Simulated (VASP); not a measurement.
Here is a VASP 6.6.1 calculation.

File INCAR:

```
SYSTEM = KZnF3
ALGO = Normal
EDIFF = 1E-7
ENCUT = 520
GGA = PE
ISIF = 2
ISMEAR = 0
LASPH = .True.
LCHARG = .False.
LREAL = .False.
LWAVE = .False.
NBANDS = 29
NELM = 100
PREC = Accurate
SIGMA = 0.01
```

KPOINTS

```
k-points
0
Gamma
  4 4 4
  0 0 0
```

The input POSCAR:

```
KZnF3
1.0
    3.7465111589      0.0000000000      0.0000000000
    0.0000000000      3.7465111589      0.0000000000
    0.0000000000      0.0000000000      3.7465111589
K Zn F
1 1 3
Direct
    0.0000000000      0.0000000000      0.0000000000
    0.5000000000      0.5000000000      0.5000000000
    0.5000000000      0.5000000000      0.0000000000
    0.0000000000      0.5000000000      0.5000000000
    0.5000000000      0.0000000000      0.5000000000
```

Potentials or basis: VASP PAW PBE potentials, release 64 (K_sv, Zn, F).

Command:

```sh
$ cat potpaw_PBE.64/K_sv/POTCAR potpaw_PBE.64/Zn/POTCAR potpaw_PBE.64/F/POTCAR > POTCAR
$ mpirun -np 1 vasp_std > vasp.out
```

Question: Predict the pressure.

Answer: 41.5 GPa.

Question: Predict the band gap on the k mesh.

Answer: 4.47 eV (least direct gap 7.86 eV).

Caveat: the cell stands under pressure. As with any semilocal functional, this PBE gap is likely too small.
